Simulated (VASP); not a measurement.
Br:

```
Br
1.0
     3.36325   -2.32255    0.00000
     3.36325    2.32255    0.00000
     0.00000    0.00000    8.70230
Br
4
Cartesian
  3.3632 0.6266 3.3948
  3.3632 1.6959 7.7459
  3.3632 -0.6266 5.3075
  3.3632 -1.6959 0.9564
```

Base run:

```yaml
Program: VASP 6.6.1
Functional: RPBE
Potentials_or_basis: VASP PAW PBE potentials, release 64 (Br)
Cutoff: 520 eV
k_mesh: 7 × 7 × 3
Occupations: fermi-dirac, width 0.05 eV
Spin: no spin polarisation
```

Its results: band gap on the k mesh 1.98 eV (least direct gap 2.00 eV); pressure 3.5 GPa; largest force 0.857 eV/Å.

The run is repeated on the same cell with these changes: functional from RPBE to PBE-based global hybrid with 10 % exact exchange; k mesh from 7 × 7 × 3 to 4 × 4 × 2. What comes out?

Band gap on the k mesh 2.65 eV (least direct gap 2.73 eV); pressure 1.4 GPa; largest force 0.562 eV/Å.

Several settings changed at once.

Caveats: this functional lacks dispersion, which holds the molecules together, so the pressure and a relaxed volume are unreliable; the PAW data sets were made with another functional, which shifts forces and pressure a little; the cell stands under pressure (at least some runs).

A k mesh can miss the band edges.
